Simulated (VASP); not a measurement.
A run of VASP 6.6.1 is set up as follows.

INCAR

```
  PREC = Accurate
  ENCUT = 520
  EDIFF = 1E-7
  ISMEAR = 0
  SIGMA = 0.05
  LREAL = False
  LASPH = True
  NELM = 100
  ALGO = Normal
  ISIF = 2
  LWAVE = False
  LCHARG = True
  GGA = PE
  IVDW = 12
  LELF = True
  LVHAR = True
  NBANDS = 35
```

KPOINTS

```
regular mesh
0
Gamma
  12 12 4
```

Contents of POSCAR:

```
SnO2
1.0
    3.3308968759      0.0000000000      0.0000000000
   -1.6654484379      2.8846413119      0.0000000000
    0.0000000000      0.0000000000      9.6036418727
Sn O
2 4
Direct
    0.0000000000      0.0000000000      0.5000000000
    0.0000000000      0.0000000000      0.0000000000
    0.6666666667      0.3333333333      0.4017901367
    0.6666666667      0.3333333333      0.0982098633
    0.3333333333      0.6666666667      0.5982098633
    0.3333333333      0.6666666667      0.9017901367
```

Potentials or basis: VASP PAW PBE potentials, release 64 (Sn_d, O).

Launch:

```sh
$ cat potpaw_PBE.64/Sn_d/POTCAR potpaw_PBE.64/O/POTCAR > POTCAR
$ mpirun -np 1 vasp_std > vasp.out
```

**Question.** Estimate the largest force.

**Answer.** 0.160 eV/Å.

**Question.** Estimate the pressure.

**Answer.** -5.2 GPa.

**Question.** What does it give for the dispersion energy per atom?

**Answer.** -0.166 eV.

**Question.** Estimate the band gap on the k mesh.

**Answer.** 1.13 eV (least direct gap 1.54 eV).

Stress tensor (GPa, compression positive):
```
-9.37  0.00  0.00
 0.00 -9.37  0.00
 0.00  0.00  3.18
```

Caveat: the stress differs along the axes, from -9 to 3 GPa; spin-orbit coupling is left out, which moves the levels of the heavy elements. A k mesh can miss the band edges.
